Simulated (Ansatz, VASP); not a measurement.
# Ni in VASP and in Ansatz

```
CELL_PARAMETERS angstrom
0.00000 3.53590 3.53590
1.76795 0.00000 1.76795
1.76795 1.76795 0.00000
ATOMIC_POSITIONS crystal
Ni 0.00000 0.00000 0.00000
Ni 0.50000 0.00000 0.00000
```

Change from the starting cell: moments +- scaled by 0.4, plain SCF.

Alike in both runs: task single point; functional PBEsol; k mesh 7 × 14 × 14; occupations fermi-dirac, width 0.1 eV; collinear spin.

|  | VASP | Ansatz |
| --- | --- | --- |
| version | VASP 6.6.1 | Ansatz 0.2.0 |
| potentials or method | VASP PAW PBE potentials, release 64 (Ni), cutoff 520 eV | PAW, plane waves, scalar-relativistic |
| valence electrons in the cell | 20 | 36 |

```tsv
	VASP	Ansatz	Ansatz less VASP
pressure (GPa)	-12.8	-13.0	-0.21
net moment per atom (μB)	0.00	0.00	0.000
```

VASP's potentials were made for PBE, not for PBEsol. VASP's potentials hold 20 valence electrons a cell and Ansatz's 36, so a difference there can come from the potentials and not from the codes. Ansatz's warnings: seeded moment not kept.
